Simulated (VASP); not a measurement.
MgO2: single point with r2SCAN

The system is MgO2.

```
Mg O
1.0
     1.57848    0.91134    3.46190
    -1.57848    0.91134    3.46190
     0.00000   -1.82267    3.46190
Mg O
1 2
Direct
  0.00000 0.00000 0.00000
  0.42912 0.42912 0.42912
  0.57088 0.57088 0.57088
```

```json
{"Program": "VASP 6.6.1", "Task": "single point", "Functional": "r2SCAN", "Potentials or basis": "VASP PAW PBE potentials, release 64 (Mg, O)", "Cutoff": "520 eV", "k mesh": "6 × 6 × 6", "Occupations": "gaussian, width 0.01 eV", "Spin": "no spin polarisation"}
```

* Pressure: -0.3 GPa
* Largest force: 0.291 eV/Å
* Band gap on the k mesh: 3.13 eV, direct

Forces on the atoms (eV/Å):
```
Mg   0.000  0.000  0.000
O    0.000  0.000 -0.291
O    0.000  0.000  0.291
```

Stress tensor (GPa, compression positive):
```
-1.11  0.00  0.00
 0.00 -1.11  0.00
 0.00  0.00  1.34
```

Levels at points of the mesh, in eV from the valence-band top:
| k point | band 5 | band 6 | band 7 | band 8 | band 9 | band 10 |
| --- | --- | --- | --- | --- | --- | --- |
| (0.00, 0.00, 0.00) | -3.58 | -0.86 | -0.86 | 5.50 | 5.82 | 13.44 |
| (0.50, 0.00, 0.00) | -3.95 | -1.32 | -1.21 | 5.08 | 9.61 | 11.60 |
| (0.50, 0.50, 0.00) | -4.63 | -2.22 | -0.17 | 4.39 | 8.75 | 12.24 |
| (0.50, 0.50, 0.50) | -4.13 | 0.00 | 0.00 | 3.13 | 5.78 | 10.83 |

Run time: 2 min on 1 thread of Intel Xeon 8259CL (shared host), peak memory 0.17 GiB.

Caveat: the PAW data sets were made with another functional, which shifts forces and pressure a little. A k mesh can miss the band edges.
